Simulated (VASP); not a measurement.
AlRu:

```xyz
2
Lattice="2.9916 0.0000 0.0000 0.0000 2.9916 0.0000 0.0000 0.0000 2.9916" Properties=species:S:1:pos:R:3 pbc="T T T"
Ru    1.4958    1.4958    1.4958
Al    0.0000    0.0000    0.0000
```

```yaml
Program: VASP 6.6.1
Task: relaxation of cell and atoms
Functional: BLYP
Potentials_or_basis: VASP PAW PBE potentials, release 64 (Ru_pv, Al)
Cutoff: 600 eV
k_mesh: 9 × 9 × 9
Occupations: fermi-dirac, width 0.05 eV
Spin: no spin polarisation
```

At the start: pressure 9.7 GPa; volume 13.39 Å³/atom.

Problem. Where does the relaxation end?

Solution. Over 4 steps the energy falls by 18.9 meV/atom and the volume is 14.04 Å³/atom (+4.9 %); space group Pm-3m (No. 221, to 0.05 Å).

Step by step:
```
step  energy change (eV)  largest force (eV/Å)  pressure (GPa)  volume (Å³)
   1              0.0000                0.0000            9.67        26.77
   2              0.0305                0.0000          -10.64        30.03
   3             -0.0377                0.0000           -0.20        28.11
   4             -0.0378                0.0000           -0.02        28.08
```

Final structure:
```yaml
crystal:
  lattice:
    - [3.03939, 0.00000, 0.00000]
    - [0.00000, 3.03939, 0.00000]
    - [0.00000, 0.00000, 3.03939]
  atoms:
    - { symbol: Ru, position: [0.50000, 0.50000, 0.50000] }
    - { symbol: Al, position: [0.00000, 0.00000, 0.00000] }
```

Caveat: the PAW data sets were made with another functional, which shifts forces and pressure a little.
